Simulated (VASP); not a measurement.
The system is Sc.

```xyz
1
Lattice="3.1961 0.0000 0.0000 1.5981 2.7679 0.0000 1.5981 0.9226 2.6096" Properties=species:S:1:pos:R:3 pbc="T T T"
Sc    0.0000    0.0000    0.0000
```

```yaml
Program: VASP 6.6.1
Task: relaxation of cell and atoms
Functional: PBE
Potentials_or_basis: VASP PAW PBE potentials, release 64 (Sc_sv)
Cutoff: 600 eV
k_mesh: 10 × 10 × 10
Occupations: methfessel-paxton, width 0.2 eV
Spin: collinear spin, ferromagnetic start
Starting_moments: "[0.5] μB"
Hubbard_terms: Sc d U = 1.5 eV
```

At the start: pressure 7.4 GPa; volume 23.09 Å³/atom.

**Question.** How do energy, volume and symmetry change on relaxing?

**Answer.** Over 3 steps the energy falls by 62.6 meV/atom and the volume is 26.00 Å³/atom (+12.6 %); space group Fm-3m (No. 225, to 0.05 Å); moment 0.00 μB per cell.

Step by step:
```
step  energy change (eV)  largest force (eV/Å)  pressure (GPa)  volume (Å³)
   1              0.0000                0.0000            7.41        23.09
   2             -0.0583                0.0000           -1.57        26.84
   3             -0.0626                0.0000            0.01        26.00
```

Final structure:
```
CELL_PARAMETERS angstrom
3.32511 0.00000 0.00000
1.66256 2.87963 0.00000
1.66256 0.95988 2.71494
ATOMIC_POSITIONS crystal
Sc 0.00000 0.00000 0.00000
```

Caveat: the volume moved by +13 % from the deposited cell, more than functionals usually miss; the U is typed as a test and isn't derived for this compound.
